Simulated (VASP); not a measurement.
Crystal: Dy3GaS2.

```
CELL_PARAMETERS angstrom
5.39598 0.00000 0.00000
-2.69799 4.67305 0.00000
0.00000 0.00000 5.64248
ATOMIC_POSITIONS crystal
Dy 0.50000 0.00000 0.50000
Dy 0.00000 0.50000 0.50000
Dy 0.50000 0.50000 0.50000
Ga 0.00000 0.00000 0.50000
S 0.00000 0.00000 0.82564
S 0.00000 0.00000 0.17436
```

The cell was generated, and may not be a known phase.

```yaml
Program: VASP 6.6.1
Task: relaxation of cell and atoms
Functional: PBE
Potentials_or_basis: VASP PAW PBE potentials, release 64 (Dy_3, Ga_d, S), 4f in core
Cutoff: 500 eV
k_mesh: 4 × 4 × 3
Occupations: gaussian, width 0.2 eV
Spin: no spin polarisation
```

At the start: pressure 39.1 GPa; volume 23.71 Å³/atom.

Q: Where does the relaxation end?

A: Over 10 steps the energy falls by 1428.9 meV/atom and the volume is 39.03 Å³/atom (+64.6 %); space group P6/mmm (No. 191, to 0.1 Å) before and after.

Step by step:
| step | energy change (eV) | largest force (eV/Å) | pressure (GPa) | volume (Å³) |
| --- | --- | --- | --- | --- |
| 1 | 0.0000 | 4.6746 | 39.14 | 142.28 |
| 2 | -7.3451 | 0.2697 | -2.87 | 294.05 |
| 3 | -8.2404 | 1.3741 | 2.13 | 222.76 |
| 4 | -8.2606 | 1.1328 | 0.52 | 235.25 |
| 5 | -8.2676 | 1.2184 | 1.00 | 231.15 |
| 6 | -8.4306 | 0.7685 | -0.37 | 240.21 |
| 7 | -8.4575 | 0.5685 | -0.94 | 246.99 |
| 8 | -8.5253 | 0.3986 | -0.42 | 240.82 |
| 9 | -8.5467 | 0.1629 | 0.25 | 235.12 |
| 10 | -8.5734 | 0.0394 | 0.27 | 234.18 |

Final structure:
```
Dy Ga S
1.0
     6.15289    0.00000    0.00000
    -3.07644    5.32856    0.00000
     0.00000    0.00000    7.14258
Dy Ga S
3 1 2
Cartesian
  0.0000 5.3286 3.5713
  4.6147 2.6643 3.5713
  1.5382 2.6643 3.5713
  3.0764 5.3286 3.5713
  0.0000 0.0000 5.8975
  0.0000 0.0000 1.2450
```

Caveat: the k points lie up to 0.29 Å⁻¹ apart in the final cell, too coarse for converged energies and pressures of a metal; the volume moved by over 15 % at a fixed basis, so the end points are rough; the run has no spin polarisation, though such a crystal can be magnetic; the relaxation stopped at a loose force limit of 0.08 eV/Å, so its end isn't a converged minimum.
